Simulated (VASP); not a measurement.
Mg2Ge3, 10 atoms in the cell. It takes space group I4_132 (No. 214, cubic). Conventional cell: a = 8.310 Å, b = 8.310 Å, c = 8.310 Å, α = 90.00°, β = 90.00°, γ = 90.00°. Within 3.9 Å of Mg (site symmetry 32) lie 3 Mg at 2.94 Å and 6 Ge at 3.89 Å. Ge (site symmetry 222) has 4 Ge at 2.54 Å within 3.4 Å. The cell was built from a structure type or drawn by symmetry, and may not be a known phase.

| Quantity | Value |
| --- | --- |
| Program | VASP 6.6.1 |
| Task | single point |
| Functional | PBE |
| Potentials or basis | VASP PAW PBE potentials, release 64 (Mg, Ge_d) |
| Cutoff | 520 eV |
| k mesh | 6 × 6 × 6 |
| Occupations | gaussian, width 0.1 eV |
| Spin | no spin polarisation |
| Dipole correction | no |
| Further INCAR settings | ALGO = Normal; EDIFF = 1e-07; NBANDS = 57 |

Potentials or basis: VASP PAW PBE potentials, release 64 (Mg, Ge_d).

Launch:

```sh
$ cat potpaw_PBE.64/Mg/POTCAR potpaw_PBE.64/Ge_d/POTCAR > POTCAR
$ mpirun -np 1 vasp_std > vasp.out
```

Hardware: 1 thread of Intel(R) Xeon(R) Platinum 8488C (Sapphire Rapids), with other jobs on the host.

Q: How long does it take, and how much memory?

A: Wall time 4.8 min on 1 thread of Intel(R) Xeon(R) Platinum 8488C (Sapphire Rapids) (shared host), peak memory 0.49 GiB. Counts: scf iterations 16, k points 16.
